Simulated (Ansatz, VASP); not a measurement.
# RbRhO3: VASP beside Ansatz

INCAR

```
SYSTEM = RbRhO3
PREC = Accurate
ENCUT = 520
EDIFF = 1E-7
ISMEAR = 1
SIGMA = 0.1
LREAL = .FALSE.
LASPH = .TRUE.
NELM = 100
ALGO = Normal
ISIF = 2
LWAVE = .FALSE.
LCHARG = .FALSE.
NBANDS = 29
```

The input KPOINTS:

```
Automatic mesh
0
G
  6 6 6
  0 0 0
```

POSCAR

```
RbRhO3
1.0
    4.0427080000      0.0000000000      0.0000000000
    0.0000000000      4.0427080000      0.0000000000
    0.0000000000      0.0000000000      4.0427080000
Rb Rh O
1 1 3
Direct
    0.0000000000      0.0000000000      0.0000000000
    0.5000000000      0.5000000000      0.5000000000
    0.5000000000      0.5000000000      0.0000000000
    0.5000000000      0.0000000000      0.5000000000
    0.0000000000      0.5000000000      0.5000000000
```

Input for Ansatz:

```yaml
crystal:
  lattice:
    - [4.042708, 0.0, 0.0]
    - [0.0, 4.042708, 0.0]
    - [0.0, 0.0, 4.042708]
  atoms:
    - { symbol: Rb, position: [0.0, 0.0, 0.0] }
    - { symbol: Rh, position: [0.5, 0.5, 0.5] }
    - { symbol: O, position: [0.5, 0.5, 0.0] }
    - { symbol: O, position: [0.5, 0.0, 0.5] }
    - { symbol: O, position: [0.0, 0.5, 0.5] }
kpoints:
  mp_grid:
    grid: [6, 6, 6]
hamiltonian:
  xc: lda
  pseudopotentials:
    kind: paw
scf:
  occupations:
    method: methfessel_paxton
    width: 0.1
output:
  forces: true
  stress: true
```

Alike in both runs: task single point; functional LDA; k mesh 6 × 6 × 6; occupations methfessel-paxton of order 1, width 0.1 eV; no spin polarisation.

|  | VASP | Ansatz |
| --- | --- | --- |
| version | VASP 6.6.1 | Ansatz 0.2.0 |
| potentials or method | VASP PAW LDA potentials, release 64 (Rb_sv, Rh_pv, O) | plane waves, PAW |
| plane-wave cutoff (eV) | 520 | 420 |
| valence electrons in the cell | 42 | 44 |

VASP gave:

* pressure (GPa): -14.6

Estimate Ansatz's values.

pressure (GPa): -15.2.

LDA's correlation is that of Perdew and Zunger in VASP and of Perdew and Wang (1992) in Ansatz. VASP's potentials hold 42 valence electrons a cell and Ansatz's 44, so a difference there can come from the potentials and not from the codes.
